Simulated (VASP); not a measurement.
Set up this calculation in VASP 6.6.1, as the native input.

* Task: single point
* Functional: LDA
* Potentials or basis: VASP PAW LDA potentials, release 64 (Co_sv, Ti_sv)
* Cutoff: 690 eV
* k mesh: 7 × 7 × 7
* Occupations: gaussian, width 0.05 eV
* Spin: collinear spin, ferromagnetic start
* Starting moments: [2.0, 1.0] μB
* Dipole correction: no
* Further INCAR settings: ALGO = Normal; EDIFF = 1e-06; NBANDS = 26

The structure of TiCo lies in POSCAR:

```
TiCo
1.0
    2.9861109900      0.0000000000      0.0000000000
    0.0000000000      2.9861109900      0.0000000000
    0.0000000000      0.0000000000      2.9861109900
Co Ti
1 1
Direct
    0.5055210000      0.5022710000      0.4966010000
    0.0047930000     -0.0085480000     -0.0036040000
```

The input as run:

INCAR

```
ALGO = Normal
EDIFF = 1E-6
ENCUT = 690
GGA_COMPAT = F
ISIF = 2
ISMEAR = 0
ISPIN = 2
LASPH = T
LCHARG = F
LMAXMIX = 4
LORBIT = 11
LREAL = F
LWAVE = F
MAGMOM = 2 1
NBANDS = 26
NELM = 200
PREC = Accurate
SIGMA = 0.05
```

KPOINTS

```
k-points
0
Gamma
  7 7 7
```

Potentials or basis: VASP PAW LDA potentials, release 64 (Co_sv, Ti_sv).

Command:

```console
$ cat potpaw_LDA.64/Co_sv/POTCAR potpaw_LDA.64/Ti_sv/POTCAR > POTCAR
$ mpirun -np 1 vasp_std > vasp.out
```

Results of the run:

```json
{"Pressure": "-14.7 GPa", "Largest force": "0.121 eV/Å", "Net moment": "0.62 μB per cell", "Site moments": "Co +0.63; Ti -0.01 μB", "Valence electrons inside the program's atomic spheres": "Co 15.13; Ti 10.31"}
```

Caveat: the cell stands under tension.

Wall time 5 min on 1 thread of Intel(R) Xeon(R) Platinum 8259CL CPU @ 2.50GHz (Skylake/Cascade Lake), on a shared host, peak memory 0.36 GiB.
